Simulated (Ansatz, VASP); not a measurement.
InSb in VASP and in Ansatz

Contents of INCAR:

```
ALGO = Normal
EDIFF = 1E-6
ENCUT = 520
GGA = PE
ISIF = 2
ISMEAR = -1
LASPH = True
LCHARG = False
LREAL = False
LWAVE = False
NBANDS = 16
NELM = 60
PREC = Accurate
SIGMA = 0.05
```

KPOINTS

```
k-points
0
Gamma
  11 11 11
```

POSCAR

```
InSb
1.0
    0.0000000000      2.6499662800      2.6499662800
    2.6499662800      0.0000000000      2.6499662800
    2.6499662800      2.6499662800      0.0000000000
In Sb
1 1
Direct
    0.0000000000      0.0000000000      0.0000000000
    0.5000000000      0.5000000000      0.5000000000
```

Input for Ansatz:

```yaml
crystal:
  lattice:
    - [0.0, 2.64996628, 2.64996628]
    - [2.64996628, 0.0, 2.64996628]
    - [2.64996628, 2.64996628, 0.0]
  atoms:
    - { symbol: In, position: [0.0, 0.0, 0.0] }
    - { symbol: Sb, position: [0.5, 0.5, 0.5] }
kpoints:
  mp_grid: { grid: [11, 11, 11] }
scf:
  occupations: { method: fermi_dirac, width: 0.05 }
hamiltonian:
  xc: pbe
  pseudopotentials: { kind: paw }
output:
  forces: true
  stress: true
  eigenvalues: true
  populations: true
  write_density: true
  write_potential: true
  elf: true
  volumetric_format: npy
```

Change from the starting cell: volume scaled by 0.64, PAW files.

Alike in both runs: task single point; functional PBE; k mesh 11 × 11 × 11; occupations fermi-dirac, width 0.05 eV; no spin polarisation.

|  | VASP | Ansatz |
| --- | --- | --- |
| version | VASP 6.6.1 | Ansatz 0.2.0 |
| potentials or method | VASP PAW PBE potentials, release 64 (In_d, Sb) | PAW with Ansatz's default frozen-core files, scalar-relativistic |
| plane-wave cutoff (eV) | 520 | 420 |
| valence electrons in the cell | 18 | 28 |

VASP gave:

| Item | Value |
| --- | --- |
| pressure (GPa) | 63.2 |

Problem. Which values does Ansatz return?

Solution. Pressure (GPa): 63.0.

Both programs put the cell under a high pressure, so it lies far from rest at this level. VASP's potentials hold 18 valence electrons a cell and Ansatz's 28, so a difference there can come from the potentials and not from the codes.

Spin-orbit coupling is off throughout. Noted on VASP's run: the cell as given lies far from equilibrium.
